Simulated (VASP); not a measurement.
# Ga2SeS3 (P6/mmm) in VASP: further runs

Ga2SeS3 is run at these levels: PBE; tasks: single point, relaxation of cell and atoms.

All numbers are computed with VASP 6.6.1; they aren't measurements. Logs are shortened: lines on timing, memory, paths and dates and some standing lists are left out, and cuts for length are marked.

## 1. The cell of the first run

Symmetry: P6/mmm, No. 191, hexagonal system. The conventional cell has a = 5.057 Å, b = 5.057 Å, c = 9.561 Å, α = 90.00°, β = 90.00°, γ = 120.00°. Within 3.9 Å of Ga (site symmetry -6m2) lie 3 Ga at 2.92 Å and 9 S at 2.92 to 3.86 Å. Within 3.0 Å of Se (site symmetry 6/mmm) lie 2 S at 2.26 Å. S (site symmetry 6mm) has 1 Se at 2.26 Å and 1 S at 2.53 Å within 3.0 Å. Within 3.3 Å of S (site symmetry 6/mmm) lie 2 S at 2.53 Å and 6 Ga at 2.92 Å.

The cell was built from a structure type or drawn by symmetry, and may not be a known phase.

## 2. Single point, PBE

INCAR

```
PREC = Accurate ; ENCUT = 500
EDIFF = 1E-6 ; ISMEAR = 0
SIGMA = 0.15 ; LREAL = F
LASPH = T ; NELM = 120
ALGO = Normal ; ISIF = 2
LWAVE = F ; LCHARG = T
GGA = PE ; LELF = T
LVHAR = T ; NBANDS = 34
GGA_COMPAT = F
```

KPOINTS

```
Automatic mesh
0
Gamma
  3 3 2
```

POSCAR

```
Ga2SeS3
1.0
    5.0571787790      0.0000000000      0.0000000000
   -2.5285893895      4.3796452941      0.0000000000
    0.0000000000      0.0000000000      9.5610353290
Ga Se S
2 1 3
Direct
    0.3333333333      0.6666666667      0.0000000000
    0.6666666667      0.3333333333      0.0000000000
    0.0000000000      0.0000000000      0.5000000000
    0.0000000000      0.0000000000      0.2641157511
    0.0000000000      0.0000000000      0.7358842489
    0.0000000000      0.0000000000      0.0000000000
```

Potentials or basis: VASP PAW PBE potentials, release 64 (Ga_d, Se, S).

Started as:

```console
cat potpaw_PBE.64/Ga_d/POTCAR potpaw_PBE.64/Se/POTCAR potpaw_PBE.64/S/POTCAR > POTCAR
mpirun -np 1 vasp_std > vasp.out
```

OUTCAR:

```text
PREC = Accurate
   ENCUT = 500
   EDIFF = 1E-6
   ISMEAR = 0
   LREAL = F
   LASPH = T
   NELM = 120
   ISIF = 2
   GGA = PE

 ion  position               nearest neighbor table
   1  0.333  0.667  0.000-   2 2.92   2 2.92   2 2.92
   2  0.667  0.333  0.000-   1 2.92   1 2.92   1 2.92
   3  0.000  0.000  0.500-   4 2.26   5 2.26
   4  0.000  0.000  0.264-   3 2.26   6 2.53
   5  0.000  0.000  0.736-   3 2.26   6 2.53
   6  0.000  0.000  0.000-   4 2.53   5 2.53

  LATTYP: Found a hexagonal cell.
 ALAT       =     5.0571787790
 C/A-ratio  =     1.8905867771

  Lattice vectors:

 A1 = (   5.0571787790,   0.0000000000,   0.0000000000)
 A2 = (  -2.5285893895,   4.3796452941,   0.0000000000)
 A3 = (   0.0000000000,   0.0000000000,   9.5610353290)

Analysis of symmetry for initial positions (statically):
=====================================================================
 Subroutine PRICEL returns:
 Original cell was already a primitive cell.

 Routine SETGRP: Setting up the symmetry group for a
 hexagonal supercell.

 Subroutine GETGRP returns: Found 24 space group operations
 (whereof 24 operations were pure point group operations)
 out of a pool of 24 trial point group operations.

The static configuration has the point symmetry D_6h.

Analysis of symmetry for dynamics (positions and initial velocities):
=====================================================================
 Subroutine PRICEL returns:
 Original cell was already a primitive cell.

 Routine SETGRP: Setting up the symmetry group for a
 hexagonal supercell.

 Subroutine GETGRP returns: Found 24 space group operations
 (whereof 24 operations were pure point group operations)
 out of a pool of 24 trial point group operations.

The dynamic configuration has the point symmetry D_6h.

 Subroutine INISYM returns: Found 24 space group operations
 (whereof 24 operations are pure point group operations),
 and found     1 'primitive' translations

----------------------------------------------------------------------------------------

                                     Primitive cell

  volume of cell :     211.7640

  direct lattice vectors                    reciprocal lattice vectors
     5.057178779  0.000000000  0.000000000     0.197738708  0.114164497  0.000000000
    -2.528589390  4.379645294  0.000000000     0.000000000  0.228328993  0.000000000
     0.000000000  0.000000000  9.561035329     0.000000000  0.000000000  0.104591183

  length of vectors
     5.057178779  5.057178779  9.561035329     0.228328993  0.228328993  0.104591183

  position of ions in fractional coordinates (direct lattice)
     0.333333333  0.666666667  0.000000000
     0.666666667  0.333333333  0.000000000
     0.000000000  0.000000000  0.500000000
     0.000000000  0.000000000  0.264115751
     0.000000000  0.000000000  0.735884249
     0.000000000  0.000000000  0.000000000

  ion indices of the primitive-cell ions
   primitive index   ion index
                 1           1
                 2           2
                 3           3
                 4           4
                 5           5
                 6           6

----------------------------------------------------------------------------------------

 KPOINTS: Automatic mesh

Automatic generation of k-mesh.
 Grid dimensions read from file:
 generate k-points for:    3    3    2

 Generating k-lattice:

  Cartesian coordinates                     Fractional coordinates (reciprocal lattice)
     0.065912903  0.038054832  0.000000000     0.333333333  0.000000000  0.000000000
     0.000000000  0.076109664  0.000000000     0.000000000  0.333333333  0.000000000
     0.000000000  0.000000000  0.052295592     0.000000000  0.000000000  0.500000000

  Length of vectors
     0.076109664  0.076109664  0.052295592

  Shift w.r.t. Gamma in fractional coordinates (k-lattice)
     0.000000000  0.000000000  0.000000000

 Subroutine IBZKPT returns following result:
 ===========================================

 Found      6 irreducible k-points:

 Following reciprocal coordinates:
            Coordinates               Weight
  0.000000  0.000000  0.000000      1.000000
  0.333333  0.000000  0.000000      6.000000
  0.333333  0.333333  0.000000      2.000000
  0.000000  0.000000  0.500000      1.000000
  0.333333  0.000000  0.500000      6.000000
  0.333333  0.333333  0.500000      2.000000
   k-points           NKPTS =      6   k-points in BZ     NKDIM =      6   number of bands    NBANDS=     34
   number of dos      NEDOS =    301   number of ions     NIONS =      6
   total plane-waves  NPLWV = 112000
   dimension x,y,z NGX =    40 NGY =   40 NGZ =   70
   dimension x,y,z NGXF=    80 NGYF=   80 NGZF=  140
   ions per type =               2   1   3
   NGX,Y,Z   is equivalent  to a cutoff of  13.15, 13.15, 12.17 a.u.
   NGXF,Y,Z  is equivalent  to a cutoff of  26.30, 26.30, 24.34 a.u.
 SYSTEM =  unknown system
   PREC   = accura    normal or accurate (medium, high low for compatibility)
   ISTART =      0    job   : 0-new  1-cont  2-samecut
   ICHARG =      2    charge: 1-file 2-atom 10-const
   ISPIN  =      1    spin polarized calculation?
   LNONCOLLINEAR =      F non collinear calculations
   LSORBIT =      F    spin-orbit coupling
   LASPH  =      T    aspherical Exc in radial PAW
   ENCUT  =  500.0 eV  36.75 Ry    6.06 a.u.   9.22  9.22 17.43*2*pi/ulx,y,z
   NELM   =    120;   NELMIN=  2; NELMDL= -5     # of ELM steps
   EDIFF  = 0.1E-05   stopping-criterion for ELM
   LREAL  =      F    real-space projection
   EDIFFG = 0.1E-04   stopping-criterion for IOM
   NSW    =      0    number of steps for IOM
   IBRION =     -1    ionic relax: 0-MD 1-quasi-New 2-CG
   NFREE  =      0    steps in history (QN), initial steepest desc. (CG)
   ISIF   =      2    stress and relaxation
   ISYM   =      2    0-nonsym 1-usesym 2-fastsym
   POTIM  = 0.5000    time-step for ionic-motion
   TEBEG  =    0.0;   TEEND  =   0.0 temperature during run
   PSTRESS=    0.0 pullay stress
   NELECT =      50.0000    total number of electrons
   NUPDOWN=      -1.0000    fix difference up-down
   EMIN   =  10.00;   EMAX   =-10.00  energy-range for DOS
   EFERMI =   0.00;   METHOD = LEGACY
   ISMEAR =     0;   SIGMA  =   0.15  broadening in eV -4-tet -1-fermi 0-gaus
   EFERMI_NEDOS =   21; number of points for ismear=-14 and -15
   IALGO  =     38    algorithm
   IMIX   =      4    mixing-type and parameters
     AMIX     =   0.40;   BMIX     =  1.00
     AMIX_MAG =   1.60;   BMIX_MAG =  1.00
  volume/ion in A,a.u.               =      35.29       238.18
  Fermi-wavevector in a.u.,A,eV,Ry     =   1.011845  1.912110 13.930065  1.023831
  Thomas-Fermi vector in A             =   2.144919
   LORBIT       =      0    0 simple, 1 ext, 2 COOP (PROOUT), +10 PAW based schemes
   GGA     = PE    functional components
   LHFCALC =     F    Hartree Fock is set to
   AEXX    =    0.0000 exact exchange contribution
   IVDW    =     0    specifies the selected vdW correction
   LEPSILON=     F    determine dielectric tensor
   LRPA    =     F    only Hartree local field effects (RPA)
 non-spin polarized calculation
 Gauss-broadening in eV      SIGMA  =   0.15
  energy-cutoff  :      500.00
  volume of cell :      211.76
 maximum number of plane-waves:      5386
 NGX is ok and might be reduce to    40
   NGX = 19   NGY = 19   NGZ = 35

 number of electron      50.0000018 magnetization

 Free energy of the ion-electron system (eV)
  ---------------------------------------------------
  ext. energy  EPLUGINS =         0.00000000
  ---------------------------------------------------
  free energy    TOTEN  =       -18.25313925 eV

  energy without entropy =      -18.20218394  energy(sigma->0) =      -18.22766160

 E-fermi :   0.4038     XC(G=0):  -7.1978

 val. band max:        0.3153015235   @ k =   0.3333   0.0000   0.0000
 cond. band min:       0.5381115690   @ k =   0.0000   0.0000   0.0000
 fundamental gap:      0.2228100455
 Fermi energy:         0.4038297987

 k-point     1 :       0.0000    0.0000    0.0000
  band No.  band energies     occupation
      1     -14.4329      2.00000
      2     -14.3517      2.00000
      3     -14.3517      2.00000
      4     -14.3486      2.00000
      5     -14.3486      2.00000
      6     -14.2930      2.00000
[... 26 lines left out ...]
     33       7.3442      0.00000
     34       7.8097      0.00000

 k-point     2 :       0.3333    0.0000    0.0000
  band No.  band energies     occupation
      1     -14.4137      2.00000
      2     -14.3925      2.00000
      3     -14.3922      2.00000
      4     -14.3571      2.00000
      5     -14.3431      2.00000
      6     -14.3001      2.00000
[... 26 lines left out ...]
     33       6.1832      0.00000
     34       7.1673      0.00000

 k-point     3 :       0.3333    0.3333    0.0000
  band No.  band energies     occupation
      1     -14.4659      2.00000
      2     -14.3828      2.00000
      3     -14.3828      2.00000
      4     -14.3644      2.00000
      5     -14.3201      2.00000
      6     -14.3201      2.00000
[... 26 lines left out ...]
     33       7.0689      0.00000
     34       7.0689      0.00000

 k-point     4 :       0.0000    0.0000    0.5000
  band No.  band energies     occupation
      1     -14.4308      2.00000
      2     -14.3517      2.00000
      3     -14.3516      2.00000
      4     -14.3486      2.00000
      5     -14.3486      2.00000
      6     -14.2930      2.00000
[... 26 lines left out ...]
     33       5.6962      0.00000
     34       5.7613      0.00000

 k-point     5 :       0.3333    0.0000    0.5000
  band No.  band energies     occupation
      1     -14.4123      2.00000
      2     -14.3925      2.00000
      3     -14.3916      2.00000
      4     -14.3571      2.00000
      5     -14.3435      2.00000
      6     -14.2988      2.00000
[... 26 lines left out ...]
     33       6.1560      0.00000
     34       6.2572      0.00000

 k-point     6 :       0.3333    0.3333    0.5000
  band No.  band energies     occupation
      1     -14.4631      2.00000
      2     -14.3828      2.00000
      3     -14.3828      2.00000
      4     -14.3652      2.00000
      5     -14.3201      2.00000
      6     -14.3201      2.00000
[... 26 lines left out ...]
     33       6.0106      0.00000
     34       7.3658      0.00000

------------------------ aborting loop because EDIFF is reached ----------------------------------------

  FORCE on cell =-STRESS in cart. coord.  units (eV):
  Direction    XX          YY          ZZ          XY          YZ          ZX
  --------------------------------------------------------------------------------------
  -------------------------------------------------------------------------------------
  Total        0.7299233      0.7299233      0.3621820      0.0000000      0.0000000      0.0000000
  in kB        5.5224989      5.5224989      2.7402191      0.0000000      0.0000000      0.0000000
  external PRESSURE =       4.5950723 kB  Pullay stress =       0.0000000 kB

 VOLUME and BASIS-vectors are now :
 -----------------------------------------------------------------------------
  energy-cutoff  :      500.00
  volume of cell :      211.76
      direct lattice vectors                 reciprocal lattice vectors
     5.057178779  0.000000000  0.000000000     0.197738708  0.114164497  0.000000000
    -2.528589390  4.379645294  0.000000000     0.000000000  0.228328993  0.000000000
     0.000000000  0.000000000  9.561035329     0.000000000  0.000000000  0.104591183

 POSITION                                       TOTAL-FORCE (eV/Angst)
 -----------------------------------------------------------------------------------
     -0.00000      2.91976      0.00000         0.000000      0.000000      0.000000
      2.52859      1.45988      0.00000        -0.000000      0.000000     -0.000000
      0.00000      0.00000      4.78052         0.000000      0.000000      0.000000
      0.00000      0.00000      2.52522         0.000000     -0.000000      0.019305
      0.00000      0.00000      7.03582         0.000000      0.000000     -0.019305
      0.00000      0.00000      0.00000         0.000000      0.000000      0.000000
 -----------------------------------------------------------------------------------
    total drift:                                0.000000     -0.000000      0.000000

  FREE ENERGIE OF THE ION-ELECTRON SYSTEM (eV)
  ---------------------------------------------------
  free  energy   TOTEN  =       -18.2531392535 eV

  energy  without entropy=      -18.2021839393  energy(sigma->0) =      -18.22766160
```

It took 51 s on 1 thread of Intel Xeon Platinum 8559C (Emerald Rapids), shared host; peak memory 0.33 GiB.

Results:

- Free energy: -18.2531 eV
- Pressure: 0.5 GPa
- Largest force: 0.019 eV/Å
- Band gap on the k mesh: zero (bands 25 and 26 overlap by 0.40 eV)

Forces on the atoms (eV/Å):
```
Ga   0.000  0.000  0.000
Ga   0.000  0.000  0.000
Se   0.000  0.000  0.000
S    0.000  0.000  0.019
S    0.000  0.000 -0.019
S    0.000  0.000  0.000
```

Caveat: the k points lie up to 0.48 Å⁻¹ apart.

## 3. Relaxation of cell and atoms, PBE

This run uses another cell than the first one, of 21.03 Å³/atom.

INCAR

```
SYSTEM = Ga2SeS3
  PREC = Accurate
  ENCUT = 500
  EDIFF = 1E-7
  ISMEAR = 0
  SIGMA = 0.15
  LREAL = .False.
  LASPH = .True.
  NELM = 120
  ALGO = Normal
  ISIF = 3
  LWAVE = .False.
  LCHARG = .False.
  GGA = PE
  IBRION = 2
  NSW = 36
  EDIFFG = -0.08
  GGA_COMPAT = .False.
  NELMIN = 4
```

KPOINTS

```
Automatic mesh
0
Gamma
  2 2 3
  0 0 0
```

POSCAR

```
Ga2SeS3
1.0
    6.1473380600      0.0000000000      0.0000000000
   -3.0736690300      5.3237509300      0.0000000000
    0.0000000000      0.0000000000      3.8560586000
Ga Se S
2 1 3
Direct
    0.3333333300      0.6666666700      0.0000000000
    0.6666666700      0.3333333300      0.0000000000
    0.0000000000      0.0000000000      0.0000000000
    0.5000000000      0.0000000000      0.5000000000
    0.5000000000      0.5000000000      0.5000000000
    0.0000000000      0.5000000000      0.5000000000
```

Potentials or basis: VASP PAW PBE potentials, release 64 (Ga_d, Se, S).

Started as:

```console
cat potpaw_PBE.64/Ga_d/POTCAR potpaw_PBE.64/Se/POTCAR potpaw_PBE.64/S/POTCAR > POTCAR
mpirun -np 1 vasp_std > vasp.out
```

OUTCAR:

```text
SYSTEM = Ga2SeS3
   PREC = Accurate
   ENCUT = 500
   EDIFF = 1E-7
   ISMEAR = 0
   LREAL = .False.
   LASPH = .True.
   NELM = 120
   ISIF = 3
   GGA = PE
   IBRION = 2
   NSW = 36
   EDIFFG = -0.08
   NELMIN = 4

 ion  position               nearest neighbor table
   1  0.333  0.667  0.000-   6 2.62   6 2.62   4 2.62   4 2.62   5 2.62   5 2.62
   2  0.667  0.333  0.000-   6 2.62   6 2.62   4 2.62   4 2.62   5 2.62   5 2.62
   3  0.000  0.000  0.000-
   4  0.500  0.000  0.500-   1 2.62   2 2.62   1 2.62   2 2.62
   5  0.500  0.500  0.500-   1 2.62   2 2.62   1 2.62   2 2.62
   6  0.000  0.500  0.500-   1 2.62   2 2.62   1 2.62   2 2.62

  LATTYP: Found a hexagonal cell.
 ALAT       =     6.1473380600
 C/A-ratio  =     0.6272729045

  Lattice vectors:

 A1 = (   6.1473380600,   0.0000000000,   0.0000000000)
 A2 = (  -3.0736690300,   5.3237509300,   0.0000000000)
 A3 = (   0.0000000000,   0.0000000000,   3.8560586000)

[... 330 lines left out ...]
 cond. band min:       4.2589462913   @ k =   0.0000   0.0000   0.3333
 fundamental gap:      0.0530176793
 Fermi energy:         4.2185878595

 k-point     1 :       0.0000    0.0000    0.0000
  band No.  band energies     occupation
      1     -10.7883      2.00000
      2     -10.7185      2.00000
      3     -10.7185      2.00000
      4     -10.6724      2.00000
      5     -10.5647      2.00000
      6     -10.5647      2.00000
[... 160 lines left out ...]
--------------------------------------- Ionic step       11  -------------------------------------------

 number of electron      49.9999987 magnetization

 Free energy of the ion-electron system (eV)
  ---------------------------------------------------
  ext. energy  EPLUGINS =         0.00000000
  ---------------------------------------------------
  free energy    TOTEN  =       -19.90531103 eV

  energy without entropy =      -19.74718058  energy(sigma->0) =      -19.82624580

 E-fermi :   3.7912     XC(G=0):  -9.8754

 val. band max:        3.7494616135   @ k =   0.5000   0.0000   0.3333
 cond. band min:       3.8276964155   @ k =   0.0000   0.0000   0.3333
 fundamental gap:      0.0782348021
 Fermi energy:         3.7911511937

 k-point     1 :       0.0000    0.0000    0.0000
  band No.  band energies     occupation
      1     -11.0635      2.00000
      2     -11.0382      2.00000
      3     -11.0382      2.00000
      4     -11.0009      2.00000
      5     -10.9187      2.00000
      6     -10.9187      2.00000
[... 154 lines left out ...]
  FREE ENERGIE OF THE ION-ELECTRON SYSTEM (eV)
  ---------------------------------------------------
  free  energy   TOTEN  =       -19.9053110271 eV

  energy  without entropy=      -19.7471805822  energy(sigma->0) =      -19.82624580

 reached required accuracy - stopping structural energy minimisation
```

CONTCAR:

```text
Ga2SeS3
   1.00000000000000
     6.7624326433468198    0.0000000000000000   -0.0000000000000000
    -3.3812163216734099    5.8564384662597337    0.0000000000000000
    -0.0000000000000000   -0.0000000000000000    3.1784359714787160
  Ga              Se              S
     2     1     3
Direct
     0.3333333300000021    0.6666666699999979    0.0000000000000000
     0.6666666699999979    0.3333333300000021    0.0000000000000000
     0.0000000000000000    1.0000000000000000    0.0000000000000000
     0.5000000000000000    0.0000000000000000    0.5000000000000000
     0.5000000000000000    0.5000000000000000    0.5000000000000000
     0.0000000000000000    0.5000000000000000    0.5000000000000000

  0.00000000E+00  0.00000000E+00  0.00000000E+00
  0.00000000E+00  0.00000000E+00  0.00000000E+00
  0.00000000E+00  0.00000000E+00  0.00000000E+00
  0.00000000E+00  0.00000000E+00  0.00000000E+00
  0.00000000E+00  0.00000000E+00  0.00000000E+00
  0.00000000E+00  0.00000000E+00  0.00000000E+00
```

Run time: 3.7 min. Hardware: 1 thread of Intel Xeon Platinum 8559C (Emerald Rapids), shared host; peak memory 0.25 GiB.

What came out:

```
Free energy                           : -19.9053 eV
Relaxed volume                        : 20.98 Å³/atom
Relaxed cell                          : a = 6.762 Å, b = 6.762 Å, c = 3.178 Å, α = 90.00°, β = 90.00°, γ = 120.00°
Space group after relaxing (to 0.1 Å) : P6/mmm (No. 191)
Energy gained by relaxing             : 135.1 meV/atom
Ionic steps                           : 11
Pressure after relaxing               : -0.4 GPa
Band gap on the k mesh                : zero (bands 25 and 26 overlap by 0.40 eV)
```

The path:
```csv
step,energy change (eV),largest force (eV/Å),pressure (GPa),volume (Å³)
1,0.0000,0.0000,-2.93,126.20
2,-0.3892,0.0000,0.56,119.13
3,-0.4974,0.0000,3.32,115.22
4,-0.2991,0.0000,11.50,107.34
5,-0.5094,0.0000,4.47,113.84
6,-0.7314,0.0000,3.73,116.74
7,-0.7723,0.0000,3.25,118.60
8,-0.7738,0.0000,3.12,118.98
9,-0.7758,0.0000,2.80,119.73
10,-0.7788,0.0000,2.19,121.12
11,-0.8103,0.0000,-0.35,125.88
```

Final structure:
```yaml
crystal:
  lattice:
    - [6.76243, 0.00000, 0.00000]
    - [-3.38122, 5.85644, 0.00000]
    - [0.00000, 0.00000, 3.17844]
  atoms:
    - { symbol: Ga, position: [0.33333, 0.66667, 0.00000] }
    - { symbol: Ga, position: [0.66667, 0.33333, 0.00000] }
    - { symbol: Se, position: [0.00000, 0.00000, 0.00000] }
    - { symbol: S, position: [0.50000, 0.00000, 0.50000] }
    - { symbol: S, position: [0.50000, 0.50000, 0.50000] }
    - { symbol: S, position: [0.00000, 0.50000, 0.50000] }
```

Caveat: the k points lie up to 0.66 Å⁻¹ apart in the final cell; a cell axis changed by over 15 % at a fixed basis, so the end point is rough.

(Continued in part 2 of 2.)
